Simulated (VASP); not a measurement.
Set up this calculation in VASP 6.6.1, as the native input.

```yaml
Task: single point
Functional: PBE
Potentials_or_basis: VASP PAW PBE potentials, release 64 (Zn, O)
Cutoff: 520 eV
k_mesh: 6 × 6 × 6
Occupations: gaussian, width 0.1 eV
Spin: no spin polarisation
Dipole_correction: no
Further_INCAR_settings: ALGO = Normal; EDIFF = 1e-06; NBANDS = 16
```

The structure of ZnO lies in POSCAR:

```
ZnO
1.0
    4.3379794093      0.0000000000      0.0000000000
   -2.1689897046      3.7568003695      0.0000000000
    0.0000000000      0.0000000000      3.4556933879
Zn O
1 1
Direct
    0.0000000000      0.0000000000      0.0000000000
    0.0000000000      0.0000000000      0.5000000000
```

The input as run:

INCAR

```
SYSTEM = ZnO
PREC = Accurate ; ENCUT = 520
EDIFF = 1E-6 ; ISMEAR = 0
SIGMA = 0.1 ; LREAL = .False.
LASPH = .True. ; NELM = 80
ALGO = Normal ; ISIF = 2
LWAVE = .False. ; LCHARG = .True.
GGA = PE ; LELF = .True.
LVHAR = .True. ; NBANDS = 16
```

KPOINTS

```
regular mesh
0
Gamma
  6 6 6
  0 0 0
```

Potentials or basis: VASP PAW PBE potentials, release 64 (Zn, O).

Command:

```sh
$ cat potpaw_PBE.64/Zn/POTCAR potpaw_PBE.64/O/POTCAR > POTCAR
$ mpirun -np 1 vasp_std > vasp.out
```

Results of the run:

```yaml
Pressure: 0.8 GPa
Band_gap_on_the_k_mesh: 1.38 eV, indirect (least direct gap 2.78 eV)
```

Run time: 8.9 s on 1 thread of Intel(R) Xeon(R) 6975P-C (Granite Rapids), with other jobs on the host, peak memory 0.17 GiB.
